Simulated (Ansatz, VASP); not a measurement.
# Li2O: VASP beside Ansatz

```
Li O
1.0
     2.26358    2.26358    0.00000
    -2.26358    2.26358    0.00000
     0.00000    2.26358    2.29105
Li O
2 1
Direct
  0.25000 0.75000 0.50000
  0.75000 0.25000 0.50000
  0.00000 0.00000 0.00000
```

Change from the starting cell: film at in-plane strain -0.01.

Alike in both runs: task single point; functional r2SCAN; k mesh 8 × 8 × 8; no spin polarisation.

|  | VASP | Ansatz |
| --- | --- | --- |
| version | VASP 6.6.1 | Ansatz 0.2.0 |
| potentials or method | VASP PAW PBE potentials, release 64 (Li_sv, O) | PAW with Ansatz's default frozen-core files, scalar-relativistic |
| plane-wave cutoff (eV) | 830 | 500 |
| occupations | gaussian, width 0.01 eV | fixed |
| valence electrons in the cell | 12 | 12 |

```csv
,VASP,Ansatz,Ansatz less VASP
gap on the k mesh at the Fermi level (eV),5.74,5.78,+0.038
pressure (GPa),2.0,1.6,-0.42
"traceless stress, the component that is largest in VASP (GPa)",-1.63,-1.63,+0.003
```

VASP's potentials were made for PBE, not for r2SCAN.
